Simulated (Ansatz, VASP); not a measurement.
**Two plane-wave programs on Fe**

```xyz
1
Lattice="-1.4163 1.4163 1.4163 1.4163 -1.4163 1.4163 1.4163 1.4163 -1.4163" Properties=species:S:1:pos:R:3 pbc="T T T"
Fe    0.0000    0.0000    0.0000
```

Alike in both runs: task single point; functional PBE; k mesh 15 × 15 × 15; occupations methfessel-paxton of order 1, width 0.2 eV; collinear spin.

|  | VASP | Ansatz |
| --- | --- | --- |
| version | VASP 6.6.1 | Ansatz 0.2.0 |
| potentials or method | VASP PAW PBE potentials, release 64 (Fe), cutoff 520 eV | plane waves (420 eV) with PAW, scalar-relativistic |
| valence electrons in the cell | 8 | 16 |

VASP gave:

```
pressure (GPa)                                                : -0.1
net moment per atom (μB)                                      : 2.20
size of the moment on the site where the two differ most (μB) : 2.19
```

Question: Estimate Ansatz's values.

Answer: Pressure (GPa): 0.0; net moment per atom (μB): 2.18; size of the moment on the site where the two differ most (μB): 2.23.

Site moments also hang on the region over which each program counts them. VASP's potentials hold 8 valence electrons a cell and Ansatz's 16, so a difference there can come from the potentials and not from the codes. Ansatz's warnings: stability check not made.
